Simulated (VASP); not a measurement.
Wanted: the native input for a VASP 6.6.1 run.

| Property | Result |
| --- | --- |
| Task | single point |
| Functional | r2SCAN |
| Potentials or basis | VASP PAW PBE potentials, release 64 (Au) |
| Cutoff | 520 eV |
| k mesh | 24 × 24 × 12 |
| Occupations | gaussian, width 0.15 eV |
| Spin | no spin polarisation |
| Dipole correction | no |
| Further INCAR settings | ALGO = Normal; EDIFF = 1e-06; NBANDS = 18 |

Crystal: Au.

```xyz
2
Lattice="2.8903 0.0000 0.0000 -1.4451 2.5031 0.0000 0.0000 0.0000 5.1080" Properties=species:S:1:pos:R:3 pbc="T T T"
Au    0.0000    1.6687    3.8310
Au    1.4451    0.8344    1.2770
```

This cell differs from its parent crystal: strain +0.000 along x and y, +0.050 along z.

The input as run:

POSCAR

```
Au
1.0
    2.8902925734      0.0000000000      0.0000000000
   -1.4451462867      2.5030667929      0.0000000000
    0.0000000000      0.0000000000      5.1079514800
Au
2
Direct
    0.3333333333      0.6666666667      0.7500000000
    0.6666666667      0.3333333333      0.2500000000
```

INCAR.step1

```
PREC = Accurate
ENCUT = 520
ISMEAR = 0
SIGMA = 0.15
LREAL = False
LASPH = True
NELM = 80
NBANDS = 18
GGA = PE
ALGO = Normal
EDIFF = 1E-4
LWAVE = True
LCHARG = False
```

INCAR.step2

```
PREC = Accurate
ENCUT = 520
EDIFF = 1E-6
ISMEAR = 0
SIGMA = 0.15
LREAL = False
LASPH = True
NELM = 80
ALGO = Normal
ISIF = 2
LWAVE = False
LCHARG = False
METAGGA = R2SCAN
LMIXTAU = True
NBANDS = 18
ISTART = 1
```

KPOINTS

```
regular mesh
0
Gamma
  24 24 12
```

Potentials or basis: VASP PAW PBE potentials, release 64 (Au).

Run with:

```sh
$ cat potpaw_PBE.64/Au/POTCAR > POTCAR
$ cp INCAR.step1 INCAR
$ mpirun -np 1 vasp_std > vasp.out
$ cp INCAR.step2 INCAR
$ mpirun -np 1 vasp_std > vasp.out
```

Results of the run:

```json
{
  "Pressure": "-5.7 GPa",
  "Band gap on the k mesh": "zero (band 11 reaches 12.24 eV, above the bottom of band 12 at 5.33 eV)"
}
```

Caveat: the cell differs from its parent crystal (strain +0.000 along x and y, +0.050 along z); the PAW data sets were made with another functional, which shifts forces and pressure a little; spin-orbit coupling is left out, which moves the levels of the heavy elements.

It took 12 min on 1 thread of Intel(R) Xeon(R) Platinum 8259CL CPU @ 2.50GHz (Skylake/Cascade Lake), with other jobs on the host, peak memory 0.35 GiB.
